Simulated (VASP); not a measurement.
Wanted: the native input for a VASP 6.6.1 run.

```
Task                   : single point
Functional             : PBE
Potentials or basis    : VASP PAW PBE potentials, release 64 (Sn_d)
Cutoff                 : 520 eV
k mesh                 : 18 × 18 × 18
Occupations            : fermi-dirac, width 0.08 eV
Spin                   : no spin polarisation
Dipole correction      : no
Further INCAR settings : ALGO = Normal; EDIFF = 1e-07; NBANDS = 13
```

The structure of Sn lies in POSCAR:

```
Sn
1.0
   -1.5092452082      1.5092452082      1.5092452082
    1.5092452082     -1.5092452082      1.5092452082
    1.5092452082      1.5092452082     -1.5092452082
Sn
1
Direct
    0.0000000000      0.0000000000      0.0000000000
```

This isn't the form of Sn at room conditions, which is tetragonal (white tin).

The input as run:

INCAR

```
PREC     = Accurate       # precision mode
ENCUT    = 520            # plane-wave cutoff, eV
EDIFF    = 1E-7           # SCF threshold, eV
ISMEAR   = -1             # smearing method
SIGMA    = 0.08           # smearing width, eV
LREAL    = F              # projectors in reciprocal space
LASPH    = T              # aspherical terms in the spheres
NELM     = 60             # most SCF steps
ALGO     = Normal         # electronic algorithm
ISIF     = 2              # what is computed and relaxed
LWAVE    = F              # write WAVECAR
LCHARG   = F              # write CHGCAR
GGA      = PE             # functional
NBANDS   = 13             # bands
```

KPOINTS

```
regular mesh
0
Gamma
  18 18 18
```

Potentials or basis: VASP PAW PBE potentials, release 64 (Sn_d).

Run with:

```console
$ cat potpaw_PBE.64/Sn_d/POTCAR > POTCAR
$ mpirun -np 1 vasp_std > vasp.out
```

Results of the run:

The pressure is 180.2 GPa. The band gap on the k mesh is zero (bands 7 and 8 overlap by 17.30 eV).

Caveat: the cell stands under pressure; spin-orbit coupling is left out, which moves the levels of the heavy elements.

It took 14 s on 1 thread of Intel(R) Xeon(R) 6975P-C (Granite Rapids), with other jobs on the host, peak memory 0.15 GiB.
